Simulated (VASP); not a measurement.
# MgS (Pm-3m) in VASP: notebook

Runs on MgS. Level: PBE. Tasks: single point.

All numbers are computed with VASP 6.6.1; they aren't measurements. Logs are shortened: lines on timing, memory, paths and dates and some standing lists are left out, and cuts for length are marked.

**1. The cell of the first run**

It takes space group Pm-3m (No. 221, cubic). Conventional cell: a = 3.274 Å, b = 3.274 Å, c = 3.274 Å, α = 90.00°, β = 90.00°, γ = 90.00°. Within 3.7 Å of Mg (site symmetry m-3m) lie 8 S at 2.84 Å and 6 Mg at 3.27 Å. S (site symmetry m-3m) has 8 Mg at 2.84 Å and 6 S at 3.27 Å within 3.7 Å.

**2. Single point, PBE**

Input file INCAR:

```
PREC = Accurate
ENCUT = 520
EDIFF = 1E-6
ISMEAR = -1
SIGMA = 0.02
LREAL = F
LASPH = T
NELM = 100
ALGO = Normal
ISIF = 2
LWAVE = F
LCHARG = F
GGA = PE
NBANDS = 11
```

Input file KPOINTS:

```
Automatic mesh
0
Gamma
  6 6 6
```

Input file POSCAR:

```
MgS
1.0
    3.2740189688      0.0000000000      0.0000000000
    0.0000000000      3.2740189688      0.0000000000
    0.0000000000      0.0000000000      3.2740189688
Mg S
1 1
Direct
    0.0000000000      0.0000000000      0.0000000000
    0.5000000000      0.5000000000      0.5000000000
```

Potentials or basis: VASP PAW PBE potentials, release 64 (Mg, S).

Run with:

```sh
cat potpaw_PBE.64/Mg/POTCAR potpaw_PBE.64/S/POTCAR > POTCAR
mpirun -np 1 vasp_std > vasp.out
```

OUTCAR:

```text
PREC = Accurate
   ENCUT = 520
   EDIFF = 1E-6
   ISMEAR = -1
   LREAL = F
   LASPH = T
   NELM = 100
   ISIF = 2
   GGA = PE

 ion  position               nearest neighbor table
   1  0.000  0.000  0.000-   2 2.84   2 2.84   2 2.84   2 2.84   2 2.84   2 2.84   2 2.84   2 2.84

   2  0.500  0.500  0.500-   1 2.84   1 2.84   1 2.84   1 2.84   1 2.84   1 2.84   1 2.84   1 2.84

  LATTYP: Found a simple cubic cell.
 ALAT       =     3.2740189688

  Lattice vectors:

 A1 = (   3.2740189688,   0.0000000000,   0.0000000000)
 A2 = (   0.0000000000,   3.2740189688,   0.0000000000)
 A3 = (   0.0000000000,   0.0000000000,   3.2740189688)

Analysis of symmetry for initial positions (statically):
=====================================================================
 Subroutine PRICEL returns:
 Original cell was already a primitive cell.

 Routine SETGRP: Setting up the symmetry group for a
 simple cubic supercell.

 Subroutine GETGRP returns: Found 48 space group operations
 (whereof 48 operations were pure point group operations)
 out of a pool of 48 trial point group operations.

The static configuration has the point symmetry O_h .

Analysis of symmetry for dynamics (positions and initial velocities):
=====================================================================
 Subroutine PRICEL returns:
 Original cell was already a primitive cell.

 Routine SETGRP: Setting up the symmetry group for a
 simple cubic supercell.

 Subroutine GETGRP returns: Found 48 space group operations
 (whereof 48 operations were pure point group operations)
 out of a pool of 48 trial point group operations.

The dynamic configuration has the point symmetry O_h .

 Subroutine INISYM returns: Found 48 space group operations
 (whereof 48 operations are pure point group operations),
 and found     1 'primitive' translations

----------------------------------------------------------------------------------------

                                     Primitive cell

  volume of cell :      35.0949

  direct lattice vectors                    reciprocal lattice vectors
     3.274018969  0.000000000  0.000000000     0.305435005  0.000000000  0.000000000
     0.000000000  3.274018969  0.000000000     0.000000000  0.305435005  0.000000000
     0.000000000  0.000000000  3.274018969     0.000000000  0.000000000  0.305435005

  length of vectors
     3.274018969  3.274018969  3.274018969     0.305435005  0.305435005  0.305435005

  position of ions in fractional coordinates (direct lattice)
     0.000000000  0.000000000  0.000000000
     0.500000000  0.500000000  0.500000000

  ion indices of the primitive-cell ions
   primitive index   ion index
                 1           1
                 2           2

----------------------------------------------------------------------------------------

 KPOINTS: Automatic mesh

Automatic generation of k-mesh.
 Grid dimensions read from file:
 generate k-points for:    6    6    6

 Generating k-lattice:

  Cartesian coordinates                     Fractional coordinates (reciprocal lattice)
     0.050905834  0.000000000  0.000000000     0.166666667  0.000000000  0.000000000
     0.000000000  0.050905834  0.000000000     0.000000000  0.166666667  0.000000000
     0.000000000  0.000000000  0.050905834     0.000000000  0.000000000  0.166666667

  Length of vectors
     0.050905834  0.050905834  0.050905834

  Shift w.r.t. Gamma in fractional coordinates (k-lattice)
     0.000000000  0.000000000  0.000000000

 Subroutine IBZKPT returns following result:
 ===========================================

 Found     20 irreducible k-points:

 Following reciprocal coordinates:
            Coordinates               Weight
  0.000000  0.000000  0.000000      1.000000
  0.166667  0.000000  0.000000      6.000000
  0.333333  0.000000  0.000000      6.000000
  0.500000  0.000000  0.000000      3.000000
  0.166667  0.166667  0.000000     12.000000
  0.333333  0.166667  0.000000     24.000000
[... 12 lines left out ...]
  0.500000  0.500000  0.333333      6.000000
  0.500000  0.500000  0.500000      1.000000
   k-points           NKPTS =     20   k-points in BZ     NKDIM =     20   number of bands    NBANDS=     11
   number of dos      NEDOS =    301   number of ions     NIONS =      2
   total plane-waves  NPLWV =  13824
   dimension x,y,z NGX =    24 NGY =   24 NGZ =   24
   dimension x,y,z NGXF=    48 NGYF=   48 NGZF=   48
   ions per type =               1   1
   NGX,Y,Z   is equivalent  to a cutoff of  12.19, 12.19, 12.19 a.u.
   NGXF,Y,Z  is equivalent  to a cutoff of  24.37, 24.37, 24.37 a.u.
 SYSTEM =  unknown system
   PREC   = accura    normal or accurate (medium, high low for compatibility)
   ISTART =      0    job   : 0-new  1-cont  2-samecut
   ICHARG =      2    charge: 1-file 2-atom 10-const
   ISPIN  =      1    spin polarized calculation?
   LNONCOLLINEAR =      F non collinear calculations
   LSORBIT =      F    spin-orbit coupling
   LASPH  =      T    aspherical Exc in radial PAW
   ENCUT  =  520.0 eV  38.22 Ry    6.18 a.u.   6.09  6.09  6.09*2*pi/ulx,y,z
   NELM   =    100;   NELMIN=  2; NELMDL= -5     # of ELM steps
   EDIFF  = 0.1E-05   stopping-criterion for ELM
   LREAL  =      F    real-space projection
   EDIFFG = 0.1E-04   stopping-criterion for IOM
   NSW    =      0    number of steps for IOM
   IBRION =     -1    ionic relax: 0-MD 1-quasi-New 2-CG
   NFREE  =      0    steps in history (QN), initial steepest desc. (CG)
   ISIF   =      2    stress and relaxation
   ISYM   =      2    0-nonsym 1-usesym 2-fastsym
   POTIM  = 0.5000    time-step for ionic-motion
   TEBEG  =    0.0;   TEEND  =   0.0 temperature during run
   PSTRESS=    0.0 pullay stress
   NELECT =       8.0000    total number of electrons
   NUPDOWN=      -1.0000    fix difference up-down
   EMIN   =  10.00;   EMAX   =-10.00  energy-range for DOS
   EFERMI =   0.00;   METHOD = LEGACY
   ISMEAR =    -1;   SIGMA  =   0.02  broadening in eV -4-tet -1-fermi 0-gaus
   EFERMI_NEDOS =   21; number of points for ismear=-14 and -15
   IALGO  =     38    algorithm
   IMIX   =      4    mixing-type and parameters
     AMIX     =   0.40;   BMIX     =  1.00
     AMIX_MAG =   1.60;   BMIX_MAG =  1.00
  volume/ion in A,a.u.               =      17.55       118.42
  Fermi-wavevector in a.u.,A,eV,Ry     =   1.000054  1.889829 13.607307  1.000109
  Thomas-Fermi vector in A             =   2.132385
   LORBIT       =      0    0 simple, 1 ext, 2 COOP (PROOUT), +10 PAW based schemes
   GGA     = PE    functional components
   LHFCALC =     F    Hartree Fock is set to
   AEXX    =    0.0000 exact exchange contribution
   IVDW    =     0    specifies the selected vdW correction
   LEPSILON=     F    determine dielectric tensor
   LRPA    =     F    only Hartree local field effects (RPA)
 non-spin polarized calculation
  energy-cutoff  :      520.00
  volume of cell :       35.09
 maximum number of plane-waves:       968
   NGX = 13   NGY = 13   NGZ = 13

 number of electron       7.9999996 magnetization

 Free energy of the ion-electron system (eV)
  ---------------------------------------------------
  ext. energy  EPLUGINS =         0.00000000
  ---------------------------------------------------
  free energy    TOTEN  =        -7.25078586 eV

  energy without entropy =       -7.24878703  energy(sigma->0) =       -7.24978645

 E-fermi :   5.2904     XC(G=0):  -9.8145

 val. band max:        5.2674620503   @ k =   0.5000   0.3333   0.0000
 cond. band min:       5.2917338188   @ k =   0.5000   0.5000   0.1667
 fundamental gap:      0.0242717685
 Fermi energy:         5.2903588890

 k-point     1 :       0.0000    0.0000    0.0000
  band No.  band energies     occupation
      1      -8.6181      2.00000
      2       4.0162      2.00000
      3       4.0162      2.00000
      4       4.0162      2.00000
      5       6.1125      0.00000
      6       9.7378      0.00000
      7       9.7378      0.00000
      8      17.7412      0.00000
      9      17.7412      0.00000
     10      17.7412      0.00000
     11      18.5744      0.00000

 k-point     2 :       0.1667    0.0000    0.0000
  band No.  band energies     occupation
      1      -8.3849      2.00000
      2       2.0136      2.00000
      3       4.1779      2.00000
      4       4.1779      2.00000
      5       7.1885      0.00000
      6      10.1110      0.00000
      7      11.2729      0.00000
      8      15.6148      0.00000
      9      15.6148      0.00000
     10      16.9104      0.00000
     11      18.8815      0.00000

 k-point     3 :       0.3333    0.0000    0.0000
  band No.  band energies     occupation
      1      -7.8215      2.00000
      2      -0.2985      2.00000
      3       4.5448      2.00000
      4       4.5448      2.00000
      5       8.3392      0.00000
      6      11.2105      0.00000
      7      12.2606      0.00000
      8      13.5628      0.00000
      9      13.5628      0.00000
     10      15.9384      0.00000
     11      18.0994      0.00000

 k-point     4 :       0.5000    0.0000    0.0000
  band No.  band energies     occupation
      1      -7.4620      2.00000
      2      -1.2780      2.00000
      3       4.7573      2.00000
      4       4.7573      2.00000
      5       9.1526      0.00000
      6      11.5008      0.00000
      7      12.5378      0.00000
      8      12.7545      0.00000
      9      12.7545      0.00000
     10      13.8750      0.00000
     11      20.3411      0.00000

 k-point     5 :       0.1667    0.1667    0.0000
  band No.  band energies     occupation
      1      -8.1571      2.00000
      2       1.9577      2.00000
      3       2.6118      2.00000
      4       4.3390      2.00000
      5       8.2290      0.00000
      6      10.8486      0.00000
      7      11.8854      0.00000
      8      13.8749      0.00000
      9      15.3925      0.00000
     10      16.9549      0.00000
     11      17.5359      0.00000
[... 155 lines left out ...]
 k-point    17 :       0.3333    0.3333    0.3333
  band No.  band energies     occupation
      1      -6.4463      2.00000
      2       1.2359      2.00000
      3       1.7848      2.00000
      4       1.7848      2.00000
      5       7.9015      0.00000
      6       8.7345      0.00000
      7       8.7345      0.00000
      8      14.3583      0.00000
      9      17.3389      0.00000
     10      18.1365      0.00000
     11      18.1365      0.00000

 k-point    18 :       0.5000    0.3333    0.3333
  band No.  band energies     occupation
      1      -6.1656      2.00000
      2       0.7323      2.00000
      3       1.8748      2.00000
      4       2.1763      2.00000
      5       7.1019      0.00000
      6       7.6962      0.00000
      7       9.0593      0.00000
      8      13.3021      0.00000
      9      17.8738      0.00000
     10      18.5867      0.00000
     11      19.9069      0.00000

 k-point    19 :       0.5000    0.5000    0.3333
  band No.  band energies     occupation
      1      -5.9010      2.00000
      2       1.2023      2.00000
      3       1.2023      2.00000
      4       2.4014      2.00000
      5       6.2329      0.00000
      6       8.0790      0.00000
      7       8.0790      0.00000
      8      12.0150      0.00000
      9      18.6863      0.00000
     10      20.5907      0.00000
     11      20.5907      0.00000

 k-point    20 :       0.5000    0.5000    0.5000
  band No.  band energies     occupation
      1      -5.6465      2.00000
      2       1.6101      2.00000
      3       1.6101      2.00000
      4       1.6101      2.00000
      5       7.0060      0.00000
      6       7.0060      0.00000
      7       7.0060      0.00000
      8      10.5841      0.00000
      9      21.6713      0.00000
     10      21.6713      0.00000
     11      21.6713      0.00000

------------------------ aborting loop because EDIFF is reached ----------------------------------------

  FORCE on cell =-STRESS in cart. coord.  units (eV):
  Direction    XX          YY          ZZ          XY          YZ          ZX
  --------------------------------------------------------------------------------------
  -------------------------------------------------------------------------------------
  Total       -0.0894547     -0.0894547     -0.0894547      0.0000000      0.0000000     -0.0000000
  in kB       -4.0838557     -4.0838557     -4.0838557      0.0000000      0.0000000     -0.0000000
  external PRESSURE =      -4.0838557 kB  Pullay stress =       0.0000000 kB

 VOLUME and BASIS-vectors are now :
 -----------------------------------------------------------------------------
  energy-cutoff  :      520.00
  volume of cell :       35.09
      direct lattice vectors                 reciprocal lattice vectors
     3.274018969  0.000000000  0.000000000     0.305435005  0.000000000  0.000000000
     0.000000000  3.274018969  0.000000000     0.000000000  0.305435005  0.000000000
     0.000000000  0.000000000  3.274018969     0.000000000  0.000000000  0.305435005

 POSITION                                       TOTAL-FORCE (eV/Angst)
 -----------------------------------------------------------------------------------
      0.00000      0.00000      0.00000         0.000000      0.000000      0.000000
      1.63701      1.63701      1.63701         0.000000      0.000000      0.000000
 -----------------------------------------------------------------------------------
    total drift:                               -0.000000     -0.000000     -0.000000

  FREE ENERGIE OF THE ION-ELECTRON SYSTEM (eV)
  ---------------------------------------------------
  free  energy   TOTEN  =        -7.2507858601 eV

  energy  without entropy=       -7.2487870320  energy(sigma->0) =       -7.24978645
```

It took 8 s on 1 thread of Intel Xeon 6975P-C, shared host; peak memory 0.14 GiB.

Results:

| Quantity | Value |
| --- | --- |
| Free energy | -7.2508 eV |
| Pressure | -0.4 GPa |
| Band gap on the k mesh | 0.02 eV, indirect (least direct gap 0.53 eV) |

Levels at points of the mesh, in eV from the valence-band top:
| k point | band 1 | band 2 | band 3 | band 4 | band 5 | band 6 | band 7 | band 8 |
| --- | --- | --- | --- | --- | --- | --- | --- | --- |
| (0.00, 0.00, 0.00) | -13.89 | -1.25 | -1.25 | -1.25 | 0.84 | 4.47 | 4.47 | 12.47 |
| (0.50, 0.00, 0.00) | -12.73 | -6.55 | -0.51 | -0.51 | 3.89 | 6.23 | 7.27 | 7.49 |
| (0.50, 0.50, 0.00) | -11.78 | -4.92 | -4.92 | -0.32 | 0.20 | 7.68 | 8.41 | 8.41 |
| (0.50, 0.50, 0.50) | -10.91 | -3.66 | -3.66 | -3.66 | 1.74 | 1.74 | 1.74 | 5.32 |

A k mesh can miss the band edges.

[end of part 1 of 2]
